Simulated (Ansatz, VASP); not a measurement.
Two plane-wave programs on Yb

Contents of INCAR:

```
PREC = Accurate
ENCUT = 520
EDIFF = 1E-7
ISMEAR = -1
SIGMA = 0.1
LREAL = F
LASPH = T
NELM = 100
ALGO = Normal
ISIF = 2
LWAVE = F
LCHARG = F
GGA = PS
NBANDS = 18
```

Contents of KPOINTS:

```
Automatic mesh
0
Gamma
  13 13 13
```

File POSCAR:

```
Yb
1.0
   -1.9687123726      1.9687123726      1.9687123726
    1.9687123726     -1.9687123726      1.9687123726
    1.9687123726      1.9687123726     -1.9687123726
Yb
1
Direct
    0.0000000000      0.0000000000      0.0000000000
```

Input for Ansatz:

```yaml
crystal:
  lattice:
    - [-1.9687123726, 1.9687123726, 1.9687123726]
    - [1.9687123726, -1.9687123726, 1.9687123726]
    - [1.9687123726, 1.9687123726, -1.9687123726]
  atoms:
    - { symbol: Yb, position: [0.0, 0.0, 0.0] }
hamiltonian:
  xc: pbesol
  pseudopotentials:
    kind: paw
    azcp:
      Yb: "pseudopotentials/Yb.paw.azcp"
basis:
  ecutwfc: 420
  fft_grid_basis: typed
kpoints:
  mp_grid: { grid: [13, 13, 13], shift: [0, 0, 0] }
magnetization:
  spin_polarized: false
scf:
  occupations: { method: fermi_dirac, width: 0.1 }
  lower_state_search: "off"
output:
  stress: true
  write_density: true
  write_potential: true
  elf: true
  volumetric_format: npy
```

Alike in both runs: task single point; functional PBEsol; k mesh 13 × 13 × 13; occupations fermi-dirac, width 0.1 eV; no spin polarisation.

|  | VASP | Ansatz |
| --- | --- | --- |
| version | VASP 6.6.1 | Ansatz 0.2.0 |
| potentials or method | VASP PAW PBE potentials, release 64 (Yb), cutoff 520 eV | plane waves (420 eV) with PAW, scalar-relativistic |
| valence electrons in the cell | 24 | 24 |

```csv
,VASP,Ansatz,Ansatz less VASP
pressure (GPa),1.1,1.0,-0.06
```

VASP's potentials were made for PBE, not for PBEsol, and Ansatz warns of the same on its side. The functional is the same, so the differences come from potentials, cutoffs and numerics.

Spin-orbit coupling is off throughout.
